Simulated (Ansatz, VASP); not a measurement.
Two plane-wave programs on Na

```xyz
2
Lattice="0.0000 3.7694 3.7694 3.7694 0.0000 3.7694 3.7694 3.7694 0.0000" Properties=species:S:1:pos:R:3 pbc="T T T"
Na    0.9424    0.9424    0.9424
Na    6.5965    6.5965    6.5965
```

Alike in both runs: task single point; functional revPBE; k mesh 8 × 8 × 8; occupations fermi-dirac, width 0.1 eV; no spin polarisation.

|  | VASP | Ansatz |
| --- | --- | --- |
| version | VASP 6.6.1 | Ansatz 0.2.0 |
| potentials or method | VASP PAW PBE potentials, release 64 (Na_pv), cutoff 520 eV | plane waves (420 eV) with PAW, scalar-relativistic |
| valence electrons in the cell | 14 | 18 |

```csv
,VASP,Ansatz,Ansatz less VASP
pressure (GPa),0.2,0.3,+0.01
```

VASP's potentials were made for PBE, not for revPBE. With one functional, cell and mesh, what is left measures potentials, basis and numerics. VASP's potentials hold 14 valence electrons a cell and Ansatz's 18, so a difference there can come from the potentials and not from the codes.
